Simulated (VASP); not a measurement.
# SrCl2 (I4/mmm) in VASP: single point with HSE06

Aim: the single point of SrCl2 with HSE06.

Program: VASP 6.6.1. These are calculated values, not measurements. Logs are shortened: lines on timing, memory, paths and dates and some standing lists are left out, and cuts for length are marked.

**1. The cell of the first run**

The structure is tetragonal, space group I4/mmm (No. 139). Conventional cell: a = 4.872 Å, b = 4.872 Å, c = 7.048 Å, α = 90.00°, β = 90.00°, γ = 90.00°. Within 4.0 Å of Sr (site symmetry 4/mmm) lie 8 Cl at 3.01 Å. Cl (site symmetry -4m2) has 4 Sr at 3.01 Å and 6 Cl at 3.45 to 3.52 Å within 4.0 Å.

**2. Single point, HSE06 (epitaxial xy strain -1.5%)**

POSCAR

```
SrCl2
1.0
    0.0000000000      3.4452523140      3.5239509709
    3.4452523140      0.0000000000      3.5239509709
    3.4452523140      3.4452523140      0.0000000000
Sr Cl
1 2
Direct
    0.0000000000      0.0000000000      0.0000000000
    0.2500000000      0.2500000000      0.2500000000
    0.7500000000      0.7500000000      0.7500000000
```

INCAR.step1

```
PREC = Accurate ; ENCUT = 520
EDIFF = 1E-5 ; ISMEAR = 0
SIGMA = 0.01 ; LREAL = False
LASPH = True ; NELM = 80
ALGO = Normal ; ISIF = 2
LWAVE = True ; GGA = PE
NBANDS = 19
```

INCAR.step2

```
PREC = Accurate ; ENCUT = 520
EDIFF = 1E-7 ; ISMEAR = 0
SIGMA = 0.01 ; LREAL = False
LASPH = True ; NELM = 80
ALGO = Normal ; ISIF = 2
LWAVE = False ; LCHARG = True
GGA = PE ; LHFCALC = True
HFSCREEN = 0.2079 ; PRECFOCK = Normal
LELF = True ; LVHAR = True
ISTART = 1 ; NBANDS = 19
```

KPOINTS

```
Automatic mesh
0
Gamma
  4 4 4
```

Potentials or basis: VASP PAW PBE potentials, release 64 (Sr_sv, Cl).

Started as:

```sh
cat potpaw_PBE.64/Sr_sv/POTCAR potpaw_PBE.64/Cl/POTCAR > POTCAR
cp INCAR.step1 INCAR
mpirun -np 1 vasp_std > vasp.out
cp INCAR.step2 INCAR
mpirun -np 1 vasp_std > vasp.out
```

OUTCAR:

```text
PREC = Accurate
   ENCUT = 520
   EDIFF = 1E-7
   ISMEAR = 0
   LREAL = False
   LASPH = True
   NELM = 80
   ISIF = 2
   GGA = PE
   LHFCALC = True
   HFSCREEN = 0.2079
   PRECFOCK = Normal
   ISTART = 1

 ion  position               nearest neighbor table
   1  0.000  0.000  0.000-   3 3.01   3 3.01   3 3.01   2 3.01   3 3.01   2 3.01   2 3.01   2 3.01

   2  0.250  0.250  0.250-   1 3.01   1 3.01   1 3.01   1 3.01
   3  0.750  0.750  0.750-   1 3.01   1 3.01   1 3.01   1 3.01

  LATTYP: Found a body centered tetragonal cell.
 ALAT       =     4.8723225483
 C/A-ratio  =     1.4465179331

  Lattice vectors:

 A1 = (  -3.4452523140,   0.0000000000,   3.5239509709)
 A2 = (   3.4452523140,   0.0000000000,   3.5239509709)
 A3 = (   0.0000000000,   3.4452523140,  -3.5239509709)

Analysis of symmetry for initial positions (statically):
=====================================================================
 Subroutine PRICEL returns:
 Original cell was already a primitive cell.

 Routine SETGRP: Setting up the symmetry group for a
 body centered tetragonal supercell.

 Subroutine GETGRP returns: Found 16 space group operations
 (whereof 16 operations were pure point group operations)
 out of a pool of 16 trial point group operations.

The static configuration has the point symmetry D_4h.

Analysis of symmetry for dynamics (positions and initial velocities):
=====================================================================
 Subroutine PRICEL returns:
 Original cell was already a primitive cell.

 Routine SETGRP: Setting up the symmetry group for a
 body centered tetragonal supercell.

 Subroutine GETGRP returns: Found 16 space group operations
 (whereof 16 operations were pure point group operations)
 out of a pool of 16 trial point group operations.

The dynamic configuration has the point symmetry D_4h.

 Subroutine INISYM returns: Found 16 space group operations
 (whereof 16 operations are pure point group operations),
 and found     1 'primitive' translations

----------------------------------------------------------------------------------------

                                     Primitive cell

  volume of cell :      83.6569

  direct lattice vectors                    reciprocal lattice vectors
     0.000000000  3.445252314  3.523950971    -0.145127252  0.145127252  0.141886197
     3.445252314  0.000000000  3.523950971     0.145127252 -0.145127252  0.141886197
[... 83 lines left out ...]
   POTIM  = 0.5000    time-step for ionic-motion
   TEBEG  =    0.0;   TEEND  =   0.0 temperature during run
   PSTRESS=    0.0 pullay stress
   NELECT =      24.0000    total number of electrons
   NUPDOWN=      -1.0000    fix difference up-down
   EMIN   =  10.00;   EMAX   =-10.00  energy-range for DOS
   EFERMI =   0.00;   METHOD = LEGACY
   ISMEAR =     0;   SIGMA  =   0.01  broadening in eV -4-tet -1-fermi 0-gaus
   EFERMI_NEDOS =   21; number of points for ismear=-14 and -15
   IALGO  =     38    algorithm
   IMIX   =      1    mixing-type and parameters
     AMIX     =   0.40;   BMIX     =  1.00
     AMIX_MAG =   1.60;   BMIX_MAG =  1.00
  volume/ion in A,a.u.               =      27.89       188.18
  Fermi-wavevector in a.u.,A,eV,Ry     =   1.079720  2.040376 15.861617  1.165796
  Thomas-Fermi vector in A             =   2.215693
   LORBIT       =      0    0 simple, 1 ext, 2 COOP (PROOUT), +10 PAW based schemes
   GGA     = PE    functional components
   LHFCALC =     T    Hartree Fock is set to
   PRECFOCK=normal    Normal, Fast or Accurate (Low or Medium for compatibility)
   ENCUT4O =  -1.0   cutoff for four orbital integrals eV
   NKREDX  =     1    reduce k-point grid by
   NKREDY  =     1    reduce k-point grid by
   NKREDZ  =     1    reduce k-point grid by
   AEXX    =    0.2500 exact exchange contribution
   HFSCREEN=    0.2079 screening length (either q_TF or 0.3 A-1)
   HFSCREENC=   0.2079 screening length for correlation (either q_TF or 0.3 A-1)
   ENCUTFOCK=  -1.0 apply spherical cutoff to Coloumb kernel
   IVDW    =     0    specifies the selected vdW correction
   LEPSILON=     F    determine dielectric tensor
   LRPA    =     F    only Hartree local field effects (RPA)
 non-spin polarized calculation
 Gauss-broadening in eV      SIGMA  =   0.01
  energy-cutoff  :      520.00
  volume of cell :       83.66
 maximum number of plane-waves:      2272
 NGX is ok and might be reduce to    40
  NGX = 28; NGY = 28; NGZ = 28

 number of electron      24.0000002 magnetization

 Free energy of the ion-electron system (eV)
  ---------------------------------------------------
  ext. energy  EPLUGINS =         0.00000000
  ---------------------------------------------------
  free energy    TOTEN  =       -14.79943202 eV

  energy without entropy =      -14.79943202  energy(sigma->0) =      -14.79943202

 E-fermi :  -0.5161     XC(G=0):  -6.9557

 val. band max:       -0.6212968900   @ k =   0.5000   0.0000   0.5000
 cond. band min:       5.9833090632   @ k =   0.0000   0.0000   0.0000
 fundamental gap:      6.6046059532
 Fermi energy:        -0.5161271079

 k-point     1 :       0.0000    0.0000    0.0000
  band No.  band energies     occupation
      1     -35.5823      2.00000
      2     -16.3094      2.00000
      3     -16.3094      2.00000
      4     -16.3043      2.00000
      5     -15.2758      2.00000
      6     -14.3162      2.00000
[... 263 lines left out ...]
      6     -14.4506      2.00000
[... 11 lines left out ...]
     18      10.4615      0.00000
     19      11.6184      0.00000

------------------------ aborting loop because EDIFF is reached ----------------------------------------

  FORCE on cell =-STRESS in cart. coord.  units (eV):
  Direction    XX          YY          ZZ          XY          YZ          ZX
  --------------------------------------------------------------------------------------
  -------------------------------------------------------------------------------------
  Total        0.8080819      0.8080819      0.1726805      0.0000000      0.0000000     -0.0000000
  in kB       15.4761899     15.4761899      3.3071347      0.0000000      0.0000000     -0.0000000
  external PRESSURE =      11.4198382 kB  Pullay stress =       0.0000000 kB

 VOLUME and BASIS-vectors are now :
 -----------------------------------------------------------------------------
  energy-cutoff  :      520.00
  volume of cell :       83.66
      direct lattice vectors                 reciprocal lattice vectors
     0.000000000  3.445252314  3.523950971    -0.145127252  0.145127252  0.141886197
     3.445252314  0.000000000  3.523950971     0.145127252 -0.145127252  0.141886197
     3.445252314  3.445252314  0.000000000     0.145127252  0.145127252 -0.141886197

 POSITION                                       TOTAL-FORCE (eV/Angst)
 -----------------------------------------------------------------------------------
      0.00000      0.00000      0.00000        -0.000000      0.000000      0.000000
      1.72263      1.72263      1.76198        -0.000000     -0.000000     -0.000000
      5.16788      5.16788      5.28593         0.000000      0.000000      0.000000
 -----------------------------------------------------------------------------------
    total drift:                                0.000000     -0.000000      0.000000

  FREE ENERGIE OF THE ION-ELECTRON SYSTEM (eV)
  ---------------------------------------------------
  free  energy   TOTEN  =       -14.7994320235 eV

  energy  without entropy=      -14.7994320235  energy(sigma->0) =      -14.79943202
```

OUTCAR.step1:

```text
PREC = Accurate
   ENCUT = 520
   EDIFF = 1E-5
   ISMEAR = 0
   LREAL = False
[... 500 lines left out ...]
      0.00000      0.00000      0.00000         0.000000     -0.000000     -0.000000
      1.72263      1.72263      1.76198        -0.000000      0.000000      0.000000
      5.16788      5.16788      5.28593        -0.000000      0.000000     -0.000000
 -----------------------------------------------------------------------------------
    total drift:                               -0.000000     -0.000000      0.000000

  FREE ENERGIE OF THE ION-ELECTRON SYSTEM (eV)
  ---------------------------------------------------
  free  energy   TOTEN  =       -12.7666802696 eV

  energy  without entropy=      -12.7666802696  energy(sigma->0) =      -12.76668027
```

OSZICAR.step1:

```text
N       E                     dE             d eps       ncg     rms          rms(c)
DAV:   1     0.140859179298E+03    0.14086E+03   -0.11378E+04   494   0.113E+03
DAV:   2    -0.405871695820E+01   -0.14492E+03   -0.13967E+03   659   0.221E+02
DAV:   3    -0.127808332649E+02   -0.87221E+01   -0.86950E+01   643   0.546E+01
DAV:   4    -0.130356470717E+02   -0.25481E+00   -0.25446E+00   806   0.788E+00
DAV:   5    -0.130392925013E+02   -0.36454E-02   -0.36449E-02   693   0.840E-01    0.134E+01
DAV:   6    -0.127490266468E+02    0.29027E+00   -0.57896E-01   557   0.427E+00    0.856E+00
DAV:   7    -0.127592073421E+02   -0.10181E-01   -0.37233E-01   658   0.365E+00    0.211E+00
DAV:   8    -0.127642578610E+02   -0.50505E-02   -0.56380E-02   567   0.130E+00    0.428E-01
DAV:   9    -0.127651732351E+02   -0.91537E-03   -0.20389E-03   611   0.272E-01    0.155E-01
DAV:  10    -0.127665549735E+02   -0.13817E-02   -0.98321E-04   536   0.184E-01    0.382E-02
DAV:  11    -0.127666560804E+02   -0.10111E-03   -0.67271E-05   624   0.463E-02    0.430E-02
DAV:  12    -0.127666786835E+02   -0.22603E-04   -0.22233E-05   505   0.239E-02    0.294E-03
DAV:  13    -0.127666802696E+02   -0.15860E-05   -0.19119E-06   508   0.762E-03
   1 F= -.12766680E+02 E0= -.12766680E+02  d E =-.361544E-12
```

It took 49 min on 1 thread of Intel Xeon 8259CL, shared host; peak memory 0.36 GiB.

Results:

```
Free energy            : -14.7994 eV
Pressure               : 1.1 GPa
Band gap on the k mesh : 6.60 eV (least direct gap 6.75 eV)
```

Stress tensor (GPa, compression positive):
```
1.55 0.00 0.00
0.00 1.55 0.00
0.00 0.00 0.33
```

Levels at points of the mesh, in eV from the valence-band top:
```csv
k point,band 9,band 10,band 11,band 12,band 13,band 14,band 15,band 16
"(0.00, 0.00, 0.00)",-2.33,-0.54,-0.36,-0.36,6.60,7.40,7.54,10.28
"(0.50, 0.00, 0.00)",-1.66,-1.49,-1.21,-1.20,8.13,8.17,9.08,9.08
"(0.50, 0.50, 0.00)",-2.13,-0.44,-0.44,-0.14,6.75,8.42,9.19,9.50
"(0.50, 0.00, 0.50)",-2.07,-0.60,-0.40,0.00,6.75,8.60,9.18,9.61
```

Caveat: the cell differs from its parent crystal (epitaxial xy strain -1.5%); the PAW data sets were made with another functional, which shifts forces and pressure a little.
